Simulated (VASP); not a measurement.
# MgB2 (P6/mmm) in VASP: settings compared, part 2 of 2

VASP 6.6.1. The steps go on from the part before.

## Step 5: Single point, BLYP

This run uses another cell than the first one, of 9.68 Å³/atom, 0.962 times its volume.

File INCAR:

```
AGGAC = 1.0
AGGAX = 1.0
ALDAC = 0.0
ALDAX = 1.0
ALGO = Normal
EDIFF = 1E-7
ENCUT = 520
GGA = B5
ISIF = 2
ISMEAR = -1
LASPH = T
LCHARG = F
LREAL = F
LWAVE = F
NBANDS = 11
NELM = 60
PREC = Accurate
SIGMA = 0.05
```

File KPOINTS:

```
k-points
0
Gamma
  10 10 8
```

File POSCAR:

```
MgB2
1.0
    3.0850000000      0.0000000000      0.0000000000
   -1.5425000000      2.6716883707      0.0000000000
    0.0000000000      0.0000000000      3.5230000000
Mg B
1 2
Direct
    0.0000000000      0.0000000000      0.0000000000
    0.6666666667      0.3333333333      0.5000000000
    0.3333333333      0.6666666667      0.5000000000
```

Potentials or basis: VASP PAW PBE potentials, release 64 (Mg, B).

Launch:

```
cat potpaw_PBE.64/Mg/POTCAR potpaw_PBE.64/B/POTCAR > POTCAR
mpirun -np 1 vasp_std > vasp.out
```

OUTCAR:

```text
EDIFF = 1E-7
   ENCUT = 520
   GGA = B5
   ISIF = 2
   ISMEAR = -1
   LASPH = T
   LREAL = F
   NELM = 60
   PREC = Accurate

 ion  position               nearest neighbor table
   1  0.000  0.000  0.000-   2 2.51   3 2.51   2 2.51   3 2.51   2 2.51   2 2.51   3 2.51   3 2.51
                             2 2.51   2 2.51   3 2.51   3 2.51
   2  0.667  0.333  0.500-   3 1.78   3 1.78   3 1.78   1 2.51   1 2.51   1 2.51   1 2.51   1 2.51
                             1 2.51
   3  0.333  0.667  0.500-   2 1.78   2 1.78   2 1.78   1 2.51   1 2.51   1 2.51   1 2.51   1 2.51
                             1 2.51

  LATTYP: Found a hexagonal cell.
 ALAT       =     3.0850000000
 C/A-ratio  =     1.1419773096

  Lattice vectors:

 A1 = (   3.0850000000,   0.0000000000,   0.0000000000)
 A2 = (  -1.5425000000,   2.6716883707,   0.0000000000)
 A3 = (   0.0000000000,   0.0000000000,   3.5230000000)

Analysis of symmetry for initial positions (statically):
=====================================================================
 Subroutine PRICEL returns:
 Original cell was already a primitive cell.

 Routine SETGRP: Setting up the symmetry group for a
 hexagonal supercell.

 Subroutine GETGRP returns: Found 24 space group operations
 (whereof 24 operations were pure point group operations)
 out of a pool of 24 trial point group operations.

The static configuration has the point symmetry D_6h.

Analysis of symmetry for dynamics (positions and initial velocities):
=====================================================================
 Subroutine PRICEL returns:
 Original cell was already a primitive cell.

 Routine SETGRP: Setting up the symmetry group for a
 hexagonal supercell.

 Subroutine GETGRP returns: Found 24 space group operations
 (whereof 24 operations were pure point group operations)
 out of a pool of 24 trial point group operations.

The dynamic configuration has the point symmetry D_6h.

 Subroutine INISYM returns: Found 24 space group operations
 (whereof 24 operations are pure point group operations),
 and found     1 'primitive' translations

----------------------------------------------------------------------------------------

                                     Primitive cell

  volume of cell :      29.0371

  direct lattice vectors                    reciprocal lattice vectors
     3.085000000  0.000000000  0.000000000     0.324149109  0.187147575  0.000000000
    -1.542500000  2.671688371  0.000000000     0.000000000  0.374295150  0.000000000
     0.000000000  0.000000000  3.523000000     0.000000000  0.000000000  0.283848992

  length of vectors
     3.085000000  3.085000000  3.523000000     0.374295150  0.374295150  0.283848992

  position of ions in fractional coordinates (direct lattice)
     0.000000000  0.000000000  0.000000000
     0.666666667  0.333333333  0.500000000
     0.333333333  0.666666667  0.500000000

  ion indices of the primitive-cell ions
   primitive index   ion index
                 1           1
                 2           2
                 3           3

----------------------------------------------------------------------------------------

 KPOINTS: k-points

Automatic generation of k-mesh.
 Grid dimensions read from file:
[... 24 lines left out ...]
  0.200000  0.000000  0.000000      6.000000
  0.300000  0.000000  0.000000      6.000000
  0.400000  0.000000  0.000000      6.000000
  0.500000  0.000000  0.000000      3.000000
[... 16 lines left out ...]
  0.300000  0.100000  0.125000     24.000000
  0.400000  0.100000  0.125000     24.000000
 [... further k-points ...]
   k-points           NKPTS =     70   k-points in BZ     NKDIM =     70   number of bands    NBANDS=     11
   number of dos      NEDOS =    301   number of ions     NIONS =      3
   total plane-waves  NPLWV =  16128
   dimension x,y,z NGX =    24 NGY =   24 NGZ =   28
   dimension x,y,z NGXF=    48 NGYF=   48 NGZF=   56
   ions per type =               1   2
   NGX,Y,Z   is equivalent  to a cutoff of  12.93, 12.93, 13.21 a.u.
   NGXF,Y,Z  is equivalent  to a cutoff of  25.87, 25.87, 26.43 a.u.
 SYSTEM =  unknown system
   PREC   = accura    normal or accurate (medium, high low for compatibility)
   ISTART =      0    job   : 0-new  1-cont  2-samecut
   ICHARG =      2    charge: 1-file 2-atom 10-const
   ISPIN  =      1    spin polarized calculation?
   LNONCOLLINEAR =      F non collinear calculations
   LSORBIT =      F    spin-orbit coupling
   LASPH  =      T    aspherical Exc in radial PAW
   ENCUT  =  520.0 eV  38.22 Ry    6.18 a.u.   5.74  5.74  6.55*2*pi/ulx,y,z
   NELM   =     60;   NELMIN=  2; NELMDL= -5     # of ELM steps
   EDIFF  = 0.1E-06   stopping-criterion for ELM
   LREAL  =      F    real-space projection
   EDIFFG = 0.1E-05   stopping-criterion for IOM
   NSW    =      0    number of steps for IOM
   IBRION =     -1    ionic relax: 0-MD 1-quasi-New 2-CG
   NFREE  =      0    steps in history (QN), initial steepest desc. (CG)
   ISIF   =      2    stress and relaxation
   ISYM   =      2    0-nonsym 1-usesym 2-fastsym
   POTIM  = 0.5000    time-step for ionic-motion
   TEBEG  =    0.0;   TEEND  =   0.0 temperature during run
   PSTRESS=    0.0 pullay stress
   NELECT =       8.0000    total number of electrons
   NUPDOWN=      -1.0000    fix difference up-down
   EMIN   =  10.00;   EMAX   =-10.00  energy-range for DOS
   EFERMI =   0.00;   METHOD = LEGACY
   ISMEAR =    -1;   SIGMA  =   0.05  broadening in eV -4-tet -1-fermi 0-gaus
   EFERMI_NEDOS =   21; number of points for ismear=-14 and -15
   IALGO  =     38    algorithm
   IMIX   =      4    mixing-type and parameters
     AMIX     =   0.40;   BMIX     =  1.00
     AMIX_MAG =   1.60;   BMIX_MAG =  1.00
  volume/ion in A,a.u.               =       9.68        65.32
  Fermi-wavevector in a.u.,A,eV,Ry     =   1.065255  2.013040 15.439462  1.134768
  Thomas-Fermi vector in A             =   2.200801
   LORBIT       =      0    0 simple, 1 ext, 2 COOP (PROOUT), +10 PAW based schemes
   GGA     = B5    functional components
   LHFCALC =     F    Hartree Fock is set to
   AEXX    =    0.0000 exact exchange contribution
   IVDW    =     0    specifies the selected vdW correction
   LEPSILON=     F    determine dielectric tensor
   LRPA    =     F    only Hartree local field effects (RPA)
 non-spin polarized calculation
  energy-cutoff  :      520.00
  volume of cell :       29.04
 maximum number of plane-waves:       806
 NGX is ok and might be reduce to    24
   NGX = 11   NGY = 11   NGZ = 13

 number of electron       8.0000000 magnetization

 Free energy of the ion-electron system (eV)
  ---------------------------------------------------
  ext. energy  EPLUGINS =         0.00000000
  ---------------------------------------------------
  free energy    TOTEN  =       -13.44736657 eV

  energy without entropy =      -13.44151126  energy(sigma->0) =      -13.44443891

 E-fermi :   5.7630     XC(G=0): -10.3027

 val. band max:        5.7513280111   @ k =   0.4000   0.2000   0.1250
 cond. band min:       5.7988634968   @ k =   0.3000   0.2000   0.0000
 fundamental gap:      0.0475354858
 Fermi energy:         5.7630041568

 k-point     1 :       0.0000    0.0000    0.0000
  band No.  band energies     occupation
      1      -6.5694      2.00000
      2       2.8344      2.00000
      3       6.0159      0.01263
      4       6.0159      0.01263
      5       7.5593      0.00000
      6      12.1222      0.00000
      7      12.1222      0.00000
      8      13.8485      0.00000
      9      15.5541      0.00000
     10      18.6906      0.00000
     11      21.9816      0.00000
[... 309 lines left out ...]
 k-point    24 :       0.4000    0.1000    0.1250
  band No.  band energies     occupation
      1      -3.0000      2.00000
      2      -1.2337      2.00000
      3       2.9277      2.00000
      4       5.1041      2.00000
      5       7.9953      0.00000
      6      11.0820      0.00000
      7      12.1595      0.00000
      8      13.9545      0.00000
      9      16.0089      0.00000
     10      19.1329      0.00000
     11      20.0455      0.00000

 [... further k-points ...]
[... 5 lines left out ...]
  --------------------------------------------------------------------------------------
  -------------------------------------------------------------------------------------
  Total        0.1032274      0.1032274      0.2154343      0.0000000     -0.0000000     -0.0000000
  in kB        5.6957643      5.6957643     11.8869898      0.0000000     -0.0000000     -0.0000000
  external PRESSURE =       7.7595061 kB  Pullay stress =       0.0000000 kB

 VOLUME and BASIS-vectors are now :
 -----------------------------------------------------------------------------
  energy-cutoff  :      520.00
  volume of cell :       29.04
      direct lattice vectors                 reciprocal lattice vectors
     3.085000000  0.000000000  0.000000000     0.324149109  0.187147575  0.000000000
    -1.542500000  2.671688371  0.000000000     0.000000000  0.374295150  0.000000000
     0.000000000  0.000000000  3.523000000     0.000000000  0.000000000  0.283848992

 POSITION                                       TOTAL-FORCE (eV/Angst)
 -----------------------------------------------------------------------------------
      0.00000      0.00000      0.00000         0.000000      0.000000      0.000000
      1.54250      0.89056      1.76150         0.000000      0.000000      0.000000
     -0.00000      1.78113      1.76150        -0.000000     -0.000000      0.000000
 -----------------------------------------------------------------------------------
    total drift:                               -0.000000      0.000000      0.000000

  FREE ENERGIE OF THE ION-ELECTRON SYSTEM (eV)
  ---------------------------------------------------
  free  energy   TOTEN  =       -13.4473665733 eV

  energy  without entropy=      -13.4415112559  energy(sigma->0) =      -13.44443891
```

It took 41 s on 1 thread of Intel Xeon 8259CL, shared host; peak memory 0.16 GiB.

What came out:

| Property | Result |
| --- | --- |
| Free energy | -13.4474 eV |
| Pressure | 0.8 GPa |
| Band gap on the k mesh | zero (band 4 reaches 6.86 eV, above the bottom of band 5 at 4.51 eV) |

Stress tensor (GPa, compression positive):
```
0.57 0.00 0.00
0.00 0.57 0.00
0.00 0.00 1.19
```

Levels at points of the mesh, in eV from the Fermi level:
| k point | band 1 | band 2 | band 3 | band 4 | band 5 | band 6 | band 7 | band 8 | band 9 |
| --- | --- | --- | --- | --- | --- | --- | --- | --- | --- |
| (0.00, 0.00, 0.00) | -12.33 | -2.93 | 0.25 | 0.25 | 1.80 | 6.36 | 6.36 | 8.09 | 9.79 |
| (0.50, 0.00, 0.00) | -8.51 | -7.75 | -2.22 | 0.19 | 3.06 | 4.06 | 5.45 | 7.05 | 12.61 |
| (0.00, 0.00, 0.50) | -11.08 | -7.33 | 0.61 | 0.61 | 6.70 | 6.70 | 7.90 | 9.77 | 9.97 |
| (0.50, 0.00, 0.50) | -7.57 | -6.85 | -3.48 | -1.93 | -1.23 | 5.83 | 8.71 | 8.97 | 13.03 |

Caveat: the PAW data sets were made with another functional, which shifts forces and pressure a little.

## Step 6: Single point, BLYP

This run uses another cell than the first one, of 9.76 Å³/atom, 0.969 times its volume.

File INCAR:

```
SYSTEM = MgB2
PREC     = Accurate       ! precision mode
ENCUT    = 520            ! plane-wave cutoff, eV
EDIFF    = 1E-6           ! SCF threshold, eV
ISMEAR   = -1             ! smearing method
SIGMA    = 0.05           ! smearing width, eV
LREAL    = .False.        ! projectors in reciprocal space
LASPH    = .True.         ! aspherical terms in the spheres
NELM     = 80             ! most SCF steps
ALGO     = Normal         ! electronic algorithm
ISIF     = 2              ! what is computed and relaxed
LWAVE    = .False.        ! write WAVECAR
LCHARG   = .False.        ! write CHGCAR
GGA      = B5             ! functional
ALDAX    = 1.0          
AGGAX    = 1.0          
AGGAC    = 1.0          
ALDAC    = 0.0          
NBANDS   = 11             ! bands
```

File KPOINTS:

```
Automatic mesh
0
Gamma
  10 10 8
  0 0 0
```

File POSCAR:

```
MgB2
1.0
    3.0879093926      0.0000000000      0.0000000000
   -1.5439546963      2.6742079786      0.0000000000
    0.0000000000      0.0000000000      3.5447261305
Mg B
1 2
Direct
    0.0000000000      0.0000000000      0.0000000000
    0.6666666667      0.3333333333      0.5000000000
    0.3333333333      0.6666666667      0.5000000000
```

Potentials or basis: VASP PAW PBE potentials, release 64 (Mg, B).

Launch:

```
cat potpaw_PBE.64/Mg/POTCAR potpaw_PBE.64/B/POTCAR > POTCAR
mpirun -np 1 vasp_std > vasp.out
```

Wall time 41 s (1 thread of Intel Xeon 8259CL, shared host); peak memory 0.16 GiB.

The run converged. Its results:

```yaml
Free_energy: -13.4480 eV
Pressure: -0.2 GPa
Band_gap_on_the_k_mesh: zero (band 4 reaches 6.77 eV, above the bottom of band 5 at 4.48 eV)
```

Stress tensor (GPa, compression positive):
```
-0.14  0.00  0.00
 0.00 -0.14  0.00
 0.00  0.00 -0.35
```

Levels at points of the mesh, in eV from the Fermi level:
| k point | band 2 | band 3 | band 4 | band 5 | band 6 | band 7 |
| --- | --- | --- | --- | --- | --- | --- |
| (0.00, 0.00, 0.00) | -2.96 | 0.28 | 0.28 | 1.69 | 6.38 | 6.38 |
| (0.50, 0.00, 0.00) | -7.71 | -2.19 | 0.16 | 3.02 | 4.08 | 5.35 |
| (0.00, 0.00, 0.50) | -7.31 | 0.62 | 0.62 | 6.71 | 6.71 | 7.92 |
| (0.50, 0.00, 0.50) | -6.83 | -3.46 | -1.91 | -1.21 | 5.82 | 8.66 |

Caveat: the PAW data sets were made with another functional, which shifts forces and pressure a little.

## Step 7: The runs side by side

```csv
level,cell,gap on the mesh (eV),pressure (GPa)
PBEsol+D3(BJ),"a = 3.126, b = 3.126, c = 3.569 Å, angles 90.0, 90.0, 120.0°, 3 atoms",none,-12.0
revPBE,"a = 3.105, b = 3.105, c = 3.546 Å, angles 90.0, 90.0, 120.0°, 3 atoms",none,-1.5
revPBE,"a = 3.096, b = 3.096, c = 3.541 Å, angles 90.0, 90.0, 120.0°, 3 atoms",none,-0.4
BLYP,"a = 3.085, b = 3.085, c = 3.523 Å, angles 90.0, 90.0, 120.0°, 3 atoms",none,0.8
BLYP,"a = 3.088, b = 3.088, c = 3.545 Å, angles 90.0, 90.0, 120.0°, 3 atoms",none,-0.2
```

Alike in all rows: task single point; potentials or basis VASP PAW PBE potentials, release 64 (Mg, B); no spin polarisation; k mesh 10 × 10 × 8; cutoff (eV) 520; smearing fermi-dirac 0.05 eV.

Caveats: the PAW data sets were made with another functional, which shifts forces and pressure a little; pairwise dispersion overbinds metals, which lowers pressure and volume (some runs).

Total energies depend on the potentials used, so only differences within one code and one set of settings carry meaning.
